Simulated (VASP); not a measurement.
# PbS (P1) in VASP: single point with r2SCAN

Aim: the single point of PbS with r2SCAN.

All numbers are computed with VASP 6.6.1; they aren't measurements. Logs are shortened: lines on timing, memory, paths and dates and some standing lists are left out, and cuts for length are marked.

## 1. The cell of the first run

The typed cell holds 16 atoms: a = 9.990 Å, b = 9.990 Å, c = 5.995 Å, α = 90.00°, β = 90.00°, γ = 120.00°.

## 2. Single point, r2SCAN

Input file POSCAR:

```
PbS
1.0
    9.9898510000      0.0000000000      0.0000000000
   -4.9949250000      8.6514640000      0.0000000000
    0.0000000000      0.0000000000      5.9951700000
Pb S
8 8
Direct
    0.1632667791      0.3375659888     -0.0616798189
    0.3257399369      0.1619658823      0.4282163809
    0.1570015922      0.8256773651     -0.0691424930
    0.3312851977      0.6647398637      0.4410718962
    0.6694589172      0.3364624762     -0.0634210539
    0.8349936701      0.1647945365      0.4440506274
    0.6777354587      0.8388644974     -0.0670526440
    0.8421953913      0.6678349468      0.4287875073
    0.1622413999      0.3253895526      0.4445118320
    0.3301445200      0.1655181135      0.9270606171
    0.1866005861      0.8492281769      0.4261010113
    0.3248122807      0.6577008238      0.9493205364
    0.6652980597      0.3423421747      0.4660424975
    0.8302361318      0.1734368888      0.9380963342
    0.6876865024      0.8335834259      0.4388531101
    0.8468409477      0.6662201912      0.9303058962
```

Input file INCAR.step1:

```
SYSTEM = PbS
PREC = Accurate ; ENCUT = 520
ISMEAR = -1 ; SIGMA = 0.112
LREAL = Auto ; LASPH = .True.
NELM = 80 ; NBANDS = 94
GGA = PE ; ALGO = Normal
EDIFF = 1E-4 ; LWAVE = .True.
LCHARG = .False.
```

Input file INCAR.step2:

```
SYSTEM = PbS
PREC = Accurate ; ENCUT = 520
EDIFF = 1E-6 ; ISMEAR = -1
SIGMA = 0.112 ; LREAL = Auto
LASPH = .True. ; NELM = 80
ALGO = Normal ; ISIF = 2
LWAVE = .False. ; LCHARG = .True.
METAGGA = R2SCAN ; LMIXTAU = .True.
LELF = .True. ; LVHAR = .True.
NBANDS = 94 ; ISTART = 1
```

Input file KPOINTS:

```
regular mesh
0
Gamma
  3 3 2
  0 0 0
```

Potentials or basis: VASP PAW PBE potentials, release 64 (Pb_d, S).

On the command line:

```
> cat potpaw_PBE.64/Pb_d/POTCAR potpaw_PBE.64/S/POTCAR > POTCAR
> cp INCAR.step1 INCAR
> mpirun -np 1 vasp_std > vasp.out
> cp INCAR.step2 INCAR
> mpirun -np 1 vasp_std > vasp.out
```

OUTCAR:

```text
SYSTEM = PbS
   PREC = Accurate
   ENCUT = 520
   EDIFF = 1E-6
   ISMEAR = -1
   LREAL = Auto
   LASPH = .True.
   NELM = 80
   ISIF = 2
   METAGGA = R2SCAN
   ISTART = 1

 ion  position               nearest neighbor table
   1  0.163  0.338  0.938-  12 2.77  14 2.88  10 2.93   9 2.96   9 3.04   6 4.11   4 4.11   4 4.14

   2  0.326  0.162  0.428-  11 2.71   9 2.83  13 2.95  10 2.99  10 3.00
   3  0.157  0.826  0.931-  16 2.68  12 2.91  10 2.94  11 2.98  11 3.04   8 4.04   8 4.06   4 4.13

   4  0.331  0.665  0.441-  11 2.86   9 2.94  12 2.95  12 3.05  15 3.08   1 4.11   3 4.13   1 4.14

   5  0.669  0.336  0.937-  14 2.80  13 2.82  16 2.86  10 2.94  13 3.18   8 4.11
   6  0.835  0.165  0.444-   9 2.83  15 2.87  14 2.96  13 3.01  14 3.04   7 4.07   1 4.11
   7  0.678  0.839  0.933-  14 2.90  16 2.96  15 2.97  15 3.04  12 3.06   6 4.07
   8  0.842  0.668  0.429-  15 2.77  13 2.83  11 2.98  16 2.99  16 3.01   3 4.04   3 4.06   5 4.11

   9  0.162  0.325  0.445-   2 2.83   6 2.83   4 2.94   1 2.96   1 3.04
  10  0.330  0.166  0.927-   1 2.93   5 2.94   3 2.94   2 2.99   2 3.00
  11  0.187  0.849  0.426-   2 2.71   4 2.86   8 2.98   3 2.98   3 3.04
  12  0.325  0.658  0.949-   1 2.77   3 2.91   4 2.95   4 3.05   7 3.06
  13  0.665  0.342  0.466-   5 2.82   8 2.83   2 2.95   6 3.01   5 3.18
  14  0.830  0.173  0.938-   5 2.80   1 2.88   7 2.90   6 2.96   6 3.04
  15  0.688  0.834  0.439-   8 2.77   6 2.87   7 2.97   7 3.04   4 3.08
  16  0.847  0.666  0.930-   3 2.68   5 2.86   7 2.96   8 2.99   8 3.01

  LATTYP: Found a hexagonal cell.
 ALAT       =     9.9898510000
 C/A-ratio  =     0.6001260679

  Lattice vectors:

 A1 = (   9.9898510000,   0.0000000000,   0.0000000000)
 A2 = (  -4.9949250000,   8.6514640000,   0.0000000000)
 A3 = (   0.0000000000,   0.0000000000,   5.9951700000)

Analysis of symmetry for initial positions (statically):
=====================================================================
 Subroutine PRICEL returns:
 Original cell was already a primitive cell.

 Routine SETGRP: Setting up the symmetry group for a
 hexagonal supercell.

 Subroutine GETGRP returns: Found  1 space group operations
 (whereof  1 operations were pure point group operations)
 out of a pool of 24 trial point group operations.

The static configuration has the point symmetry C_1 .

Analysis of symmetry for dynamics (positions and initial velocities):
=====================================================================
 Subroutine PRICEL returns:
 Original cell was already a primitive cell.

 Routine SETGRP: Setting up the symmetry group for a
 hexagonal supercell.

 Subroutine GETGRP returns: Found  1 space group operations
 (whereof  1 operations were pure point group operations)
 out of a pool of 24 trial point group operations.

The dynamic configuration has the point symmetry C_1 .

 Subroutine INISYM returns: Found  1 space group operations
 (whereof  1 operations are pure point group operations),
 and found     1 'primitive' translations

----------------------------------------------------------------------------------------

                                     Primitive cell

  volume of cell :     518.1436

  direct lattice vectors                    reciprocal lattice vectors
     9.989851000  0.000000000  0.000000000     0.100101593  0.057793681  0.000000000
    -4.994925000  8.651464000  0.000000000     0.000000000  0.115587373  0.000000000
     0.000000000  0.000000000  5.995170000     0.000000000  0.000000000  0.166800941

  length of vectors
     9.989851000  9.989850104  5.995170000     0.115587363  0.115587373  0.166800941

  position of ions in fractional coordinates (direct lattice)
     0.163266779  0.337565989  0.938320181
     0.325739937  0.161965882  0.428216381
     0.157001592  0.825677365  0.930857507
     0.331285198  0.664739864  0.441071896
     0.669458917  0.336462476  0.936578946
     0.834993670  0.164794536  0.444050627
[... 8 lines left out ...]
     0.687686502  0.833583426  0.438853110
     0.846840948  0.666220191  0.930305896

  ion indices of the primitive-cell ions
   primitive index   ion index
                 1           1
                 2           2
                 3           3
                 4           4
                 5           5
                 6           6
[... 8 lines left out ...]
                15          15
                16          16

----------------------------------------------------------------------------------------

 KPOINTS: regular mesh

Automatic generation of k-mesh.
 Grid dimensions read from file:
 generate k-points for:    3    3    2

 Generating k-lattice:

  Cartesian coordinates                     Fractional coordinates (reciprocal lattice)
     0.033367198  0.019264560  0.000000000     0.333333333  0.000000000  0.000000000
     0.000000000  0.038529124  0.000000000     0.000000000  0.333333333  0.000000000
     0.000000000  0.000000000  0.083400471     0.000000000  0.000000000  0.500000000

  Length of vectors
     0.038529121  0.038529124  0.083400471

  Shift w.r.t. Gamma in fractional coordinates (k-lattice)
     0.000000000  0.000000000  0.000000000

 Subroutine IBZKPT returns following result:
 ===========================================

 Found     10 irreducible k-points:

 Following reciprocal coordinates:
            Coordinates               Weight
  0.000000  0.000000  0.000000      1.000000
  0.333333 -0.000000  0.000000      2.000000
  0.000000  0.333333  0.000000      2.000000
 -0.333333  0.333333  0.000000      2.000000
  0.333333  0.333333  0.000000      2.000000
  0.000000  0.000000  0.500000      1.000000
  0.333333 -0.000000  0.500000      2.000000
  0.000000  0.333333  0.500000      2.000000
 -0.333333  0.333333  0.500000      2.000000
  0.333333  0.333333  0.500000      2.000000
   k-points           NKPTS =     10   k-points in BZ     NKDIM =     10   number of bands    NBANDS=     94
   number of dos      NEDOS =    301   number of ions     NIONS =     16
   total plane-waves  NPLWV = 307200
   dimension x,y,z NGX =    80 NGY =   80 NGZ =   48
   dimension x,y,z NGXF=   160 NGYF=  160 NGZF=   96
   ions per type =               8   8
   NGX,Y,Z   is equivalent  to a cutoff of  13.31, 13.31, 13.31 a.u.
   NGXF,Y,Z  is equivalent  to a cutoff of  26.63, 26.63, 26.62 a.u.
 SYSTEM =  PbS
   PREC   = accura    normal or accurate (medium, high low for compatibility)
   ISTART =      1    job   : 0-new  1-cont  2-samecut
   ICHARG =      0    charge: 1-file 2-atom 10-const
   ISPIN  =      1    spin polarized calculation?
   LNONCOLLINEAR =      F non collinear calculations
   LSORBIT =      F    spin-orbit coupling
   LASPH  =      T    aspherical Exc in radial PAW
   ENCUT  =  520.0 eV  38.22 Ry    6.18 a.u.  18.57 18.57 11.15*2*pi/ulx,y,z
   NELM   =     80;   NELMIN=  2; NELMDL=  0     # of ELM steps
   EDIFF  = 0.1E-05   stopping-criterion for ELM
   LREAL  =      T    real-space projection
   EDIFFG = 0.1E-04   stopping-criterion for IOM
   NSW    =      0    number of steps for IOM
   IBRION =     -1    ionic relax: 0-MD 1-quasi-New 2-CG
   NFREE  =      0    steps in history (QN), initial steepest desc. (CG)
   ISIF   =      2    stress and relaxation
   ISYM   =      2    0-nonsym 1-usesym 2-fastsym
   POTIM  = 0.5000    time-step for ionic-motion
   TEBEG  =    0.0;   TEEND  =   0.0 temperature during run
   PSTRESS=    0.0 pullay stress
   NELECT =     160.0000    total number of electrons
   NUPDOWN=      -1.0000    fix difference up-down
   EMIN   =  10.00;   EMAX   =-10.00  energy-range for DOS
   EFERMI =   0.00;   METHOD = LEGACY
   ISMEAR =    -1;   SIGMA  =   0.11  broadening in eV -4-tet -1-fermi 0-gaus
   EFERMI_NEDOS =   21; number of points for ismear=-14 and -15
   IALGO  =     38    algorithm
   IMIX   =      4    mixing-type and parameters
     AMIX     =   0.40;   BMIX     =  1.00
     AMIX_MAG =   1.60;   BMIX_MAG =  1.00
  volume/ion in A,a.u.               =      32.38       218.54
  Fermi-wavevector in a.u.,A,eV,Ry     =   1.106534  2.091046 16.659213  1.224418
  Thomas-Fermi vector in A             =   2.243036
   LORBIT       =      0    0 simple, 1 ext, 2 COOP (PROOUT), +10 PAW based schemes
   METAGGA = R2SCAN    functional components
   LHFCALC =     F    Hartree Fock is set to
   AEXX    =    0.0000 exact exchange contribution
   IVDW    =     0    specifies the selected vdW correction
   LEPSILON=     F    determine dielectric tensor
   LRPA    =     F    only Hartree local field effects (RPA)
 non-spin polarized calculation
  energy-cutoff  :      520.00
  volume of cell :      518.14
 maximum number of plane-waves:     13990
 NGX is ok and might be reduce to    80
   NGX = 37   NGY = 37   NGZ = 23

 number of electron     160.0000012 magnetization

 Free energy of the ion-electron system (eV)
  ---------------------------------------------------
  ext. energy  EPLUGINS =         0.00000000
  ---------------------------------------------------
  free energy    TOTEN  =      -521.39458511 eV

  energy without entropy =     -521.39264242  energy(sigma->0) =     -521.39361377

 E-fermi :   4.3331     XC(G=0):  -8.9559

 val. band max:        3.6311301922   @ k =   0.3333   0.3333   0.5000
 cond. band min:       5.1487966622   @ k =   0.3333   0.3333   0.5000
 fundamental gap:      1.5176664700
 Fermi energy:         4.3331000543

 k-point     1 :       0.0000    0.0000    0.0000
  band No.  band energies     occupation
      1     -14.0475      2.00000
      2     -14.0054      2.00000
      3     -13.9984      2.00000
      4     -13.9965      2.00000
      5     -13.9821      2.00000
      6     -13.9608      2.00000
[... 84 lines left out ...]
     91       7.7806      0.00000
     92       8.0051      0.00000

 k-point     2 :       0.3333   -0.0000    0.0000
  band No.  band energies     occupation
      1     -14.0470      2.00000
      2     -14.0055      2.00000
      3     -13.9984      2.00000
      4     -13.9965      2.00000
      5     -13.9821      2.00000
      6     -13.9606      2.00000
[... 749 lines left out ...]
     91       6.4459      0.00000
     92       6.5028      0.00000

 k-point    10 :       0.3333    0.3333    0.5000
  band No.  band energies     occupation
      1     -14.0154      2.00000
      2     -14.0029      2.00000
      3     -13.9941      2.00000
      4     -13.9890      2.00000
      5     -13.9807      2.00000
      6     -13.9499      2.00000
[... 84 lines left out ...]
     91       6.4218      0.00000
     92       6.4982      0.00000
 [bands above 92 left out]

------------------------ aborting loop because EDIFF is reached ----------------------------------------

  FORCE on cell =-STRESS in cart. coord.  units (eV):
  Direction    XX          YY          ZZ          XY          YZ          ZX
  --------------------------------------------------------------------------------------
  -------------------------------------------------------------------------------------
  Total       -0.8135553     -0.2425366     11.1936161      0.1644851     -0.0031543      0.0030661
  in kB       -2.5156346     -0.7499594     34.6123328      0.5086126     -0.0097537      0.0094808
  external PRESSURE =      10.4489129 kB  Pullay stress =       0.0000000 kB

 VOLUME and BASIS-vectors are now :
 -----------------------------------------------------------------------------
  energy-cutoff  :      520.00
  volume of cell :      518.14
      direct lattice vectors                 reciprocal lattice vectors
     9.989851000  0.000000000  0.000000000     0.100101593  0.057793681  0.000000000
    -4.994925000  8.651464000  0.000000000     0.000000000  0.115587373  0.000000000
     0.000000000  0.000000000  5.995170000     0.000000000  0.000000000  0.166800941

 POSITION                                       TOTAL-FORCE (eV/Angst)
 -----------------------------------------------------------------------------------
     -0.05511      2.92044      5.62539         0.314887     -0.277638     -0.020639
      2.44509      1.40124      2.56723         0.347161      0.484584      0.056928
     -2.55577      7.14332      5.58065         0.588015      0.551892      0.006903
     -0.01084      5.75097      2.64430         0.219708      0.086809     -0.108081
      5.00719      2.91089      5.61495        -0.372884     -0.229874     -0.128385
      7.51833      1.42571      2.66216        -0.168448      0.156322     -0.010902
[... 8 lines left out ...]
      2.70620      7.21172      2.63100        -0.267167     -0.038133      0.040937
      5.13209      5.76378      5.57734        -0.651521      0.035791      0.116559
 -----------------------------------------------------------------------------------
    total drift:                                0.001992     -0.011810     -0.013171

  FREE ENERGIE OF THE ION-ELECTRON SYSTEM (eV)
  ---------------------------------------------------
  free  energy   TOTEN  =      -521.3945851096 eV

  energy  without entropy=     -521.3926424227  energy(sigma->0) =     -521.39361377
```

It took 76 min on 1 thread of Oxide Virtual Turin-like, shared host; peak memory 0.84 GiB.

What came out:

| Item | Value |
| --- | --- |
| Free energy | -521.3946 eV |
| Pressure | 1.0 GPa |
| Largest force | 0.806 eV/Å |
| Band gap on the k mesh | 1.52 eV |

Forces in eV/Å, atoms in the order of the input:
```
Pb   0.315 -0.278 -0.021
Pb   0.347  0.485  0.057
Pb   0.588  0.552  0.007
Pb   0.220  0.087 -0.108
Pb  -0.373 -0.230 -0.128
Pb  -0.168  0.156 -0.011
Pb  -0.207 -0.138 -0.003
Pb   0.112 -0.126  0.055
S   -0.352  0.230 -0.030
S   -0.081  0.005  0.135
S    0.110 -0.558  0.095
S    0.232  0.241 -0.046
S    0.092 -0.090 -0.184
S    0.083 -0.332  0.025
S   -0.267 -0.038  0.041
S   -0.652  0.036  0.117
```

Stress tensor (GPa, compression positive):
```
-0.25  0.05  0.00
 0.05 -0.07  0.00
 0.00  0.00  3.46
```

Caveat: the k points lie up to 0.52 Å⁻¹ apart; the atoms stand as in a frame of molecular dynamics; the structure was generated, so it needn't be the stable form of PbS; the PAW data sets were made with another functional, which shifts forces and pressure a little; spin-orbit coupling is left out, which moves the levels of the heavy elements. A k mesh can miss the band edges.
